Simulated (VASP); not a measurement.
Input of a VASP 6.6.1 run:

Contents of INCAR:

```
SYSTEM = AlN
  PREC = Accurate
  ENCUT = 600
  EDIFF = 1E-6
  ISMEAR = 0
  SIGMA = 0.05
  LREAL = .False.
  LASPH = .True.
  NELM = 120
  ALGO = Normal
  ISIF = 2
  LWAVE = .False.
  LCHARG = .False.
  GGA = PS
  NBANDS = 16
  GGA_COMPAT = .False.
```

File KPOINTS:

```
Automatic mesh
0
Gamma
  12 12 6
  0 0 0
```

The input POSCAR:

```
AlN
1.0
    2.8645972347      0.0000000000      0.0000000000
   -1.4322986173      2.4808139768      0.0000000000
    0.0000000000      0.0000000000      4.7840798845
Al N
2 2
Direct
    0.3333333333      0.6666666667      0.0015080761
    0.6666666667      0.3333333333      0.5015080761
    0.3333333333      0.6666666667      0.3834919239
    0.6666666667      0.3333333333      0.8834919239
```

Potentials or basis: VASP PAW PBE potentials, release 64 (Al, N).

Run with:

```sh
$ cat potpaw_PBE.64/Al/POTCAR potpaw_PBE.64/N/POTCAR > POTCAR
$ mpirun -np 1 vasp_std > vasp.out
```

Task: Estimate the largest force.

Result: 0.979 eV/Å.

Task: Predict the pressure.

Result: 64.3 GPa.

Task: Estimate the band gap on the k mesh.

Result: 4.94 eV (least direct gap 6.15 eV).

Stress tensor (GPa, compression positive):
```
75.70  0.00  0.00
 0.00 75.70  0.00
 0.00  0.00 41.42
```

Caveat: the cell differs from its parent crystal (strain -0.080 along x and y, -0.040 along z); the cell stands under pressure; the PAW data sets were made with another functional, which shifts forces and pressure a little. A k mesh can miss the band edges.
